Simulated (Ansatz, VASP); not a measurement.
**Si in VASP and in Ansatz**

```
Si
1.0
     0.00000    2.71356    2.71356
     2.71356    0.00000    2.71356
     2.71356    2.71356    0.00000
Si
2
Direct
  0.71250 0.71250 0.71250
  0.53750 0.53750 0.53750
```

Change from the starting cell: shortest bond scaled by 0.7, LAPW.

Alike in both runs: task single point; functional PBE; k mesh 10 × 10 × 10; occupations fermi-dirac, width 0.05 eV; no spin polarisation.

|  | VASP | Ansatz |
| --- | --- | --- |
| version | VASP 6.6.1 | Ansatz 0.2.0 |
| potentials or method | VASP PAW PBE potentials, release 64 (Si), cutoff 520 eV | all-electron LAPW, scalar-relativistic |

Ansatz gave:

* pressure (GPa): 46.0
* traceless stress, the component that is largest in VASP (GPa): 53.19
* rms of the force components (eV/Å): 15.575

Question: What did VASP give for the same quantities?

Answer: Pressure (GPa): 45.5; traceless stress, the component that is largest in VASP (GPa): 52.68; rms of the force components (eV/Å): 15.427.

Atom by atom the forces differ by 0.148 eV/Å (rms over components). Both programs put the cell under a high pressure, so it lies far from rest at this level. Ansatz ran all-electron here, and VASP with PAW potentials.
